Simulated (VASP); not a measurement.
GeSb2Te4, 7 atoms in the cell. The typed cell holds 7 atoms: a = 7.513 Å, b = 4.241 Å, c = 7.254 Å, α = 89.99°, β = 109.15°, γ = 90.05°. 

* Program: VASP 6.6.1
* Task: single point
* Functional: PBEsol
* Potentials or basis: VASP PAW PBE potentials, release 64 (Ge_d, Sb, Te)
* Cutoff: 520 eV
* k mesh: 4 × 4 × 4
* Occupations: fermi-dirac, width 0.05 eV
* Spin: no spin polarisation
* Dipole correction: no
* Further INCAR settings: ALGO = Normal; EDIFF = 1e-07; NBANDS = 33

Potentials or basis: VASP PAW PBE potentials, release 64 (Ge_d, Sb, Te).

Run with:

```bash
$ cat potpaw_PBE.64/Ge_d/POTCAR potpaw_PBE.64/Sb/POTCAR potpaw_PBE.64/Te/POTCAR > POTCAR
$ mpirun -np 1 vasp_std > vasp.out
```

Hardware: 1 thread of Intel(R) Xeon(R) Platinum 8488C (Sapphire Rapids), with other jobs on the host.

Q: Estimate the wall time of this run.

A: Wall time 2.6 min on 1 thread of Intel(R) Xeon(R) Platinum 8488C (Sapphire Rapids) (shared host), peak memory 0.44 GiB. Counts: scf iterations 14, k points 36.
